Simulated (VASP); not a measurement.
Set up this calculation in VASP 6.6.1, as the native input.

| Property | Result |
| --- | --- |
| Task | single point |
| Functional | PBE |
| Potentials or basis | VASP PAW PBE potentials, release 64 (La) |
| Cutoff | 400 eV |
| k mesh | 1 × 1 × 1 |
| Occupations | fermi-dirac, width 0.1 eV |
| Spin | no spin polarisation |
| Dipole correction | no |
| Further INCAR settings | ALGO = Normal; EDIFF = 1e-06; NBANDS = 12 |

The structure of La lies in POSCAR:

```
La
1.0
    7.9400000000      0.0000000000      0.0000000000
    0.0000000000      8.4160000000      0.0000000000
    0.0000000000      0.0000000000      7.5430000000
La
1
Direct
    0.5100000000      0.5200000000      0.4900000000
```

These files were run (other wordings do the same):

INCAR

```
PREC = Accurate ; ENCUT = 400
EDIFF = 1E-6 ; ISMEAR = -1
SIGMA = 0.1 ; LREAL = F
LASPH = T ; NELM = 200
ALGO = Normal ; ISIF = 2
LWAVE = F ; LCHARG = T
GGA = PE ; LELF = T
LVHAR = T ; NBANDS = 12
GGA_COMPAT = F ; LMAXMIX = 6
```

KPOINTS

```
Automatic mesh
0
Gamma
  1 1 1
```

Potentials or basis: VASP PAW PBE potentials, release 64 (La).

Command:

```bash
$ cat potpaw_PBE.64/La/POTCAR > POTCAR
$ mpirun -np 1 vasp_gam > vasp.out
```

It took 12 min on 1 thread of Intel Xeon 8259CL, with other jobs on the host, peak memory 0.37 GiB.
